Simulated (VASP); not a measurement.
CdAg, 2 atoms in the cell. Symmetry: P4/mmm, No. 123, tetragonal system. The conventional cell has a = 3.413 Å, b = 3.413 Å, c = 3.330 Å, α = 90.00°, β = 90.00°, γ = 90.00°. Cd (site symmetry 4/mmm) has 8 Ag at 2.93 Å and 6 Cd at 3.33 to 3.41 Å within 3.9 Å. Ag (site symmetry 4/mmm) has 8 Cd at 2.93 Å and 6 Ag at 3.33 to 3.41 Å within 3.9 Å.  This cell differs from its parent crystal: strain +0.025 along x and y, +0.000 along z.

* Program: VASP 6.6.1
* Task: single point
* Functional: PBEsol
* Potentials or basis: VASP PAW PBE potentials, release 64 (Cd, Ag)
* Cutoff: 520 eV
* k mesh: 14 × 14 × 14
* Occupations: gaussian, width 0.15 eV
* Spin: no spin polarisation
* Dipole correction: no
* Further INCAR settings: ALGO = Fast; EDIFF = 1e-07; NBANDS = 18

Potentials or basis: VASP PAW PBE potentials, release 64 (Cd, Ag).

Launch:

```console
$ cat potpaw_PBE.64/Cd/POTCAR potpaw_PBE.64/Ag/POTCAR > POTCAR
$ mpirun -np 1 vasp_std > vasp.out
```

Hardware: 1 thread of Intel(R) Xeon(R) 6975P-C (Granite Rapids), on a shared host.

Question: How long does it take, and how much memory?

Answer: Wall time 71 s on 1 thread of Intel(R) Xeon(R) 6975P-C (Granite Rapids), on a shared host, peak memory 0.32 GiB. Counts: scf iterations 13, k points 288.
